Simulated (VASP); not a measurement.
# H4C in VASP: notebook, part 2 of 3

VASP 6.6.1. Earlier steps stand in the parts before.

## Step 3: Single point, LDA

INCAR reads:

```
PREC = Accurate
ENCUT = 520
EDIFF = 1E-6
ISMEAR = -1
SIGMA = 0.02
LREAL = Auto
LASPH = T
NELM = 120
ALGO = Normal
ISIF = 2
LWAVE = F
LCHARG = T
LELF = T
LVHAR = T
NBANDS = 58
GGA_COMPAT = F
```

KPOINTS reads:

```
Automatic mesh
0
Gamma
  1 1 1
```

POSCAR reads:

```
H4C
1.0
    7.3876590000      0.0000000000      0.0000000000
    0.0000000000      7.3876590000      0.0000000000
    0.0000000000      0.0000000000      7.3876590000
C H
8 32
Direct
    0.4964360158      0.5648609390      0.4393001897
    0.7335205916      0.3333667675      0.0953888099
    0.3116684189      0.4079912189      0.9168804353
    0.0463881725      0.8644010234      0.7628803658
    0.9669774958      0.4410463450      0.6194519807
    0.2478322294      0.0842892180      0.2040294497
    0.6904352245      0.8644280956      0.1742094485
    0.6417729893      0.0463204921      0.6821511388
    0.4077746415      0.5775713254      0.3037227354
    0.4343595177      0.4979791298      0.5577274208
    0.5342964530      0.7126750165      0.4626499409
    0.6341115636      0.5219515411      0.4089522811
    0.8096204765      0.4106036838      0.2005506751
    0.7563559715      0.3791864243     -0.0528178141
    0.5915405679      0.2964267842      0.1430629107
    0.7685384504      0.1975727358      0.0959708617
    0.2404009173      0.5369901345      0.8988909748
    0.3883097474      0.3731087209      0.7928357278
    0.1647206510      0.3442768541      0.9448866007
    0.4162888406      0.3866177364      1.0324515520
    0.1252088111      0.8008897000      0.6599113467
    0.0688445420      0.7937967900      0.9003799444
   -0.0925868398      0.8761097392      0.7214057931
    0.0920860045      0.9998566528      0.7921183152
    1.0246141572      0.4008712367      0.7496691442
    0.8603266610      0.5160498068      0.6140104734
    0.9286839038      0.3361822737      0.5219515411
    1.0751985169      0.5171326939      0.5783022741
    0.1496143772      0.0565808465      0.3280200128
    0.1824123176      0.1150432092      0.0929929224
    0.3561750752     -0.0165952435      0.1740470154
    0.3375088103      0.1852684321      0.2774491892
    0.6064167282      0.9718640235      0.2245366225
    0.6748822597      0.7256967329      0.2192169400
    0.8431899740      0.8890367030      0.1971801893
    0.6497728171      0.8668781274      0.0220773590
    0.6383754312     -0.1021974620      0.7361872008
    0.5907554748      0.0173938727      0.5416871569
    0.7708937297      0.1121735586      0.6963098865
    0.5555210385      0.1323964736      0.7567620541
```

Potentials or basis: VASP PAW LDA potentials, release 64 (C, H).

Command:

```bash
> cat potpaw_LDA.64/C/POTCAR potpaw_LDA.64/H/POTCAR > POTCAR
> mpirun -np 1 vasp_gam > vasp.out
```

OUTCAR:

```text
PREC = Accurate
   ENCUT = 520
   EDIFF = 1E-6
   ISMEAR = -1
   LREAL = Auto
   LASPH = T
   NELM = 120
   ISIF = 2

 ion  position               nearest neighbor table
   1  0.496  0.565  0.439-  12 1.09  10 1.10  11 1.14   9 1.20
   2  0.734  0.333  0.095-  16 1.04  13 1.12  15 1.14  14 1.16
   3  0.312  0.408  0.917-  17 1.10  18 1.11  20 1.16  19 1.20
   4  0.046  0.864  0.763-  21 1.07  23 1.07  24 1.08  22 1.15
   5  0.967  0.441  0.619-  26 0.96  28 1.02  25 1.09  27 1.09
   6  0.248  0.084  0.204-  30 0.98  31 1.12  32 1.14  29 1.19
[... 331 lines left out ...]
  Total        0.2344758      7.2245979     -5.2220637     -6.2781453     -0.3750744     -3.2030357
  in kB        0.9317259     28.7080529    -20.7506750    -24.9471777     -1.4904159    -12.7277559
  external PRESSURE =       2.9630346 kB  Pullay stress =       0.0000000 kB

 VOLUME and BASIS-vectors are now :
 -----------------------------------------------------------------------------
  energy-cutoff  :      520.00
  volume of cell :      403.20
      direct lattice vectors                 reciprocal lattice vectors
     7.387659000  0.000000000  0.000000000     0.135360877  0.000000000  0.000000000
     0.000000000  7.387659000  0.000000000     0.000000000  0.135360877  0.000000000
     0.000000000  0.000000000  7.387659000     0.000000000  0.000000000  0.135360877

 POSITION                                       TOTAL-FORCE (eV/Angst)
 -----------------------------------------------------------------------------------
      3.66750      4.17300      3.24540        -0.600854      2.256110     -1.758554
      5.41900      2.46280      0.70470        -0.908221      1.056267     -0.540548
      2.30250      3.01410      6.77360        -1.435594     -0.707896      1.195433
      0.34270      6.38590      5.63590         0.354192     -0.459938      2.285788
      7.14370      3.25830      4.57630         2.929002     -4.322498      0.321894
      1.83090      0.62270      1.50730         2.835033     -1.400020      7.098417
[... 32 lines left out ...]
      5.69510      0.82870      5.14410         0.926630     -0.118447     -0.461424
      4.10400      0.97810      5.59070        -1.497461      0.574219      0.728458
 -----------------------------------------------------------------------------------
    total drift:                               -0.003887     -0.012328     -0.001369

  FREE ENERGIE OF THE ION-ELECTRON SYSTEM (eV)
  ---------------------------------------------------
  free  energy   TOTEN  =      -195.5069971461 eV

  energy  without entropy=     -195.5069971460  energy(sigma->0) =     -195.50699715
```

stdout:

```text
POSCAR found type information on POSCAR C H
 POSCAR found :  2 types and      40 ions
 scaLAPACK will be used
 LDA part: xc-table for (Slater(with rela. corr.)+CA(PZ))
 , standard interpolation
 POSCAR, INCAR and KPOINTS ok, starting setup
 FFT: planning ... GRIDC
 FFT: planning ... GRID_SOFT
 FFT: planning ... GRID
 WAVECAR not read
 entering main loop
```

Wall time 34 s (1 thread of AMD EPYC 9R45 (Zen 5), shared host); peak memory 0.24 GiB.

What came out:

```
Free energy            : -195.5070 eV
Pressure               : 0.3 GPa
Largest force          : 7.771 eV/Å
Band gap on the k mesh : 5.92 eV
```

Forces on the atoms (eV/Å):
```
C   -0.601  2.256 -1.759
C   -0.908  1.056 -0.541
C   -1.436 -0.708  1.195
C    0.354 -0.460  2.286
C    2.929 -4.322  0.322
C    2.835 -1.400  7.098
C    1.774 -0.216 -2.430
C   -0.459 -2.901 -0.791
H    1.205 -0.682  2.083
H    0.020  0.160 -0.365
H   -0.879 -0.779  0.481
H    0.072 -0.991 -0.235
H   -0.302 -0.251 -0.566
H   -0.698 -0.048  1.660
H    0.576  1.393 -0.523
H    1.788 -2.306 -0.010
H    1.199  1.065  0.162
H   -0.789 -0.320 -0.025
H    2.598 -0.475 -0.504
H   -1.751  0.760 -1.032
H    0.724 -0.406 -0.712
H   -0.570  0.272 -1.362
H   -0.653 -0.369  0.070
H    0.459  0.851 -0.199
H   -0.952 -0.619  0.328
H   -5.118  3.957  0.784
H    0.720 -0.688  0.122
H    2.258  1.611 -1.748
H    1.165 -0.464 -1.840
H   -2.452  1.812 -4.183
H   -0.948 -0.478  0.277
H   -0.762  0.338 -1.119
H   -0.336  0.191  1.126
H   -0.747 -0.076  0.418
H   -1.430  0.249 -0.544
H    0.985 -0.182  1.349
H    0.259  1.791  0.021
H    0.441  0.924  0.436
H    0.927 -0.118 -0.461
H   -1.497  0.574  0.728
```

Stress tensor (GPa, compression positive):
```
 0.09 -2.49 -1.27
-2.49  2.87 -0.15
-1.27 -0.15 -2.08
```

Caveat: the k points lie up to 0.85 Å⁻¹ apart.

(Continued in part 3 of 3.)
